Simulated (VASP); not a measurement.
Write the native input for VASP 6.6.1 that does the following.

```yaml
Task: single point
Functional: LDA
Potentials_or_basis: VASP PAW LDA potentials, release 64 (Mn_sv, S)
Cutoff: 680 eV
k_mesh: 9 × 9 × 9
Occupations: fermi-dirac, width 0.05 eV
Spin: collinear spin, ferromagnetic start
Starting_moments: "[4.0, 0.0] μB"
Hubbard_terms: Mn d U = 8.0 eV
Dipole_correction: no
Further_INCAR_settings: ALGO = Normal; EDIFF = 1e-06; NBANDS = 22
```

The structure of MnS lies in POSCAR:

```
MnS
1.0
    0.0000000000      2.6223209186      2.6223209186
    2.6223209186      0.0000000000      2.6223209186
    2.6223209186      2.6223209186      0.0000000000
Mn S
1 1
Direct
    0.0000000000      0.0000000000      0.0000000000
    0.5000000000      0.5000000000      0.5000000000
```

These files were run (other wordings do the same):

INCAR

```
SYSTEM = MnS
PREC = Accurate ; ENCUT = 680
EDIFF = 1E-6 ; ISMEAR = -1
SIGMA = 0.05 ; LREAL = .FALSE.
LASPH = .TRUE. ; NELM = 200
ALGO = Normal ; ISIF = 2
LWAVE = .FALSE. ; LCHARG = .FALSE.
ISPIN = 2 ; MAGMOM = 4 0
LORBIT = 11 ; LMAXMIX = 4
LDAU = .TRUE. ; LDAUTYPE = 2
LDAUL = 2 -1 ; LDAUU = 8 0
LDAUJ = 0 0 ; LDAUPRINT = 1
GGA = CA ; NBANDS = 22
GGA_COMPAT = .FALSE.
```

KPOINTS

```
regular mesh
0
G
  9 9 9
  0 0 0
```

Potentials or basis: VASP PAW LDA potentials, release 64 (Mn_sv, S).

Launch:

```console
$ cat potpaw_LDA.64/Mn_sv/POTCAR potpaw_LDA.64/S/POTCAR > POTCAR
$ mpirun -np 1 vasp_std > vasp.out
```

It gave:

The pressure is -2.7 GPa. The band gap on the k mesh is 1.47 eV (least direct gap 2.98 eV). The net moment is 5.00 μB per cell, the site moments are Mn +4.63; S +0.06 μB and the valence electrons inside the program's atomic spheres are Mn 12.93; S 3.77.

Caveat: an odd mesh through Γ misses points on the zone boundary, where band edges can lie; a cell with one magnetic atom can't hold antiferromagnetic order, which such compounds often take.

It took 62 s on 1 thread of AMD EPYC 7R43 64-Core Processor (Zen 3) (shared host), peak memory 0.17 GiB.
